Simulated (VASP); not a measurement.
Pb:

```
Pb
1.0
     2.99005   -4.46286    0.00000
     2.99005    4.46286    0.00000
     0.00000    0.00000    6.75973
Pb
5
Cartesian
  1.4950 -2.2314 1.6899
  1.4950 2.2314 5.0698
  1.4950 2.2314 1.6899
  1.4950 -2.2314 5.0698
  0.0000 0.0000 0.0000
```

```yaml
Program: VASP 6.6.1
Task: relaxation of cell and atoms
Functional: PBE
Potentials_or_basis: VASP PAW PBE potentials, release 64 (Pb_d)
Cutoff: 600 eV
k_mesh: 4 × 4 × 4
Occupations: gaussian, width 0.1 eV
Spin: no spin polarisation
```

At the start: pressure 5.5 GPa; volume 36.08 Å³/atom.

Q: How do energy, volume and symmetry change on relaxing?

A: Over 27 steps the energy falls by 232.2 meV/atom and the volume is 35.77 Å³/atom (-0.9 %); space group P4/mmm (No. 123, to 0.05 Å).

The path:
```tsv
step	energy change (eV)	largest force (eV/Å)	pressure (GPa)	volume (Å³)
1	0.0000	0.5521	5.49	180.41
2	-0.4402	0.0436	-1.49	214.31
3	-0.4985	0.0931	-0.11	203.92
4	-0.4984	0.0854	-0.19	204.41
5	-0.5016	0.0795	-0.12	203.47
6	-0.5054	0.0619	0.11	200.66
7	-0.5082	0.0603	0.09	200.42
8	-0.5204	0.0744	0.04	199.69
9	-0.5657	0.1416	-0.05	198.15
10	-0.6958	0.0347	-0.22	194.79
11	-0.9125	0.2861	-0.28	186.90
12	-0.4663	1.5820	4.65	166.27
13	-0.9309	0.4742	-0.09	184.48
14	-0.9596	0.6734	0.45	180.34
15	-0.9602	0.6766	0.45	180.29
16	-0.9618	0.6867	0.45	180.16
17	-0.9641	0.7083	0.48	179.88
18	-0.9652	0.7514	0.54	179.32
19	-0.9691	0.7406	0.53	179.35
20	-0.9803	0.7097	0.47	179.47
21	-1.0013	0.6503	0.36	179.69
22	-1.0380	0.5411	0.16	180.12
23	-1.0942	0.3536	-0.18	180.96
24	-1.1466	0.0780	-0.69	182.50
25	-1.1481	0.0484	-0.75	182.73
26	-1.1543	0.0380	-0.55	181.49
27	-1.1612	0.0144	-0.08	178.83
```

Final structure:
```cif
data_structure
_symmetry_space_group_name_H-M 'P 1'
_symmetry_Int_Tables_number 1
_cell_length_a 4.6943
_cell_length_b 4.6943
_cell_length_c 8.1154
_cell_angle_alpha 90.000
_cell_angle_beta 90.000
_cell_angle_gamma 90.294
_cell_volume 178.83
loop_
_atom_site_label
_atom_site_type_symbol
_atom_site_fract_x
_atom_site_fract_y
_atom_site_fract_z
_atom_site_occupancy
Pb1 Pb 0.50000 0.00000 0.30052 1
Pb2 Pb 0.00000 0.50000 0.69948 1
Pb3 Pb 0.00000 0.50000 0.30052 1
Pb4 Pb 0.50000 0.00000 0.69948 1
Pb5 Pb 0.00000 0.00000 0.00000 1
```
